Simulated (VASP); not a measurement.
Write the native input for VASP 6.6.1 that does the following.

| Quantity | Value |
| --- | --- |
| Task | single point |
| Functional | r2SCAN |
| Potentials or basis | VASP PAW PBE potentials, release 64 (Mg, B) |
| Cutoff | 520 eV |
| k mesh | 13 × 13 × 10 |
| Occupations | fermi-dirac, width 0.1 eV |
| Spin | no spin polarisation |
| Dipole correction | no |
| Further INCAR settings | ALGO = Normal; EDIFF = 1e-06; NBANDS = 11 |

Crystal: MgB2.

```xyz
3
Lattice="3.0706 0.0000 0.0000 -1.5353 2.6592 0.0000 0.0000 0.0000 3.5087" Properties=species:S:1:pos:R:3 pbc="T T T"
Mg    0.0000    0.0000    0.0000
B     0.0000    1.7728    1.7543
B     1.5353    0.8864    1.7543
```

The input as run:

POSCAR

```
MgB2
1.0
    3.0705553600      0.0000000000      0.0000000000
   -1.5352776800      2.6591789400      0.0000000000
    0.0000000000      0.0000000000      3.5086786200
Mg B
1 2
Direct
    0.0000000000      0.0000000000      0.0000000000
    0.3333333300      0.6666666700      0.5000000000
    0.6666666700      0.3333333300      0.5000000000
```

INCAR.step1

```
SYSTEM = MgB2
PREC     = Accurate       ! precision mode
ENCUT    = 520            ! plane-wave cutoff, eV
ISMEAR   = -1             ! smearing method
SIGMA    = 0.1            ! smearing width, eV
LREAL    = .FALSE.        ! projectors in reciprocal space
LASPH    = .TRUE.         ! aspherical terms in the spheres
NELM     = 80             ! most SCF steps
NBANDS   = 11             ! bands
GGA      = PE             ! functional
ALGO     = Normal         ! electronic algorithm
EDIFF    = 1E-4           ! SCF threshold, eV
LWAVE    = .TRUE.         ! write WAVECAR
LCHARG   = .FALSE.        ! write CHGCAR
```

INCAR.step2

```
SYSTEM = MgB2
PREC     = Accurate       ! precision mode
ENCUT    = 520            ! plane-wave cutoff, eV
EDIFF    = 1E-6           ! SCF threshold, eV
ISMEAR   = -1             ! smearing method
SIGMA    = 0.1            ! smearing width, eV
LREAL    = .FALSE.        ! projectors in reciprocal space
LASPH    = .TRUE.         ! aspherical terms in the spheres
NELM     = 80             ! most SCF steps
ALGO     = Normal         ! electronic algorithm
ISIF     = 2              ! what is computed and relaxed
LWAVE    = .FALSE.        ! write WAVECAR
LCHARG   = .FALSE.        ! write CHGCAR
METAGGA  = R2SCAN         ! meta-GGA
LMIXTAU  = .TRUE.       
NBANDS   = 11             ! bands
ISTART   = 1
```

KPOINTS

```
regular mesh
0
G
  13 13 10
  0 0 0
```

Potentials or basis: VASP PAW PBE potentials, release 64 (Mg, B).

Run with:

```bash
$ cat potpaw_PBE.64/Mg/POTCAR potpaw_PBE.64/B/POTCAR > POTCAR
$ cp INCAR.step1 INCAR
$ mpirun -np 1 vasp_std > vasp.out
$ cp INCAR.step2 INCAR
$ mpirun -np 1 vasp_std > vasp.out
```

It gave:

| Quantity | Value |
| --- | --- |
| Pressure | -0.5 GPa |
| Band gap on the k mesh | zero (band 4 reaches 6.72 eV, above the bottom of band 5 at 3.81 eV) |

Caveat: the PAW data sets were made with another functional, which shifts forces and pressure a little.

It took 66 s on 1 thread of AMD EPYC 9R45 96-Core Processor (Zen 5) (shared host), peak memory 0.15 GiB.
